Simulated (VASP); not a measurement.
Runs of VASP 6.6.1 on Ag. The structure is that of space group Fm-3m (No. 225), or close to it. The cells are those of the table. 

| task | cell | k mesh | cutoff (eV) | gap on the mesh (eV) | pressure (GPa) |
| --- | --- | --- | --- | --- | --- |
| single point | a = 2.873 Å, angles 60.0°, 1 atom | 18 × 18 × 18 | 520 | none | 3.6 |
| single point | a = 2.902 Å, angles 60.0°, 1 atom | 18 × 18 × 18 | 520 | none | 0.1 |
| single point | a = 2.843 Å, angles 60.0°, 1 atom | 18 × 18 × 18 | 520 | none | (b) |
| single point | a = 2.959 Å, angles 60.0°, 1 atom | 18 × 18 × 18 | 520 | none | -5.1 |
| single point | a = 2.889 Å, angles 60.0°, 1 atom | 8 × 8 × 8 | 520 | none | (a) |
| single point | a = 2.931 Å, angles 60.0°, 1 atom | 18 × 18 × 18 | 520 | none | -2.7 |
| relaxation of cell and atoms | relaxed from a = 2.889 Å, angles 60.0°, 1 atom | 18 × 18 × 18 | 600 | none | 0.0 |

Alike in all rows: level r2SCAN; potentials or basis VASP PAW PBE potentials, release 64 (Ag); no spin polarisation; smearing gaussian 0.1 eV.

Question: Estimate the missing entries.

Answer: (a) 2.2; (b) 7.9.

Caveats: the PAW data sets were made with another functional, which shifts forces and pressure a little.

A k mesh can miss the band edges, and the runs leave out spin-orbit coupling on Ag.

A gap of «none» marks levels without a gap at the run's occupations.
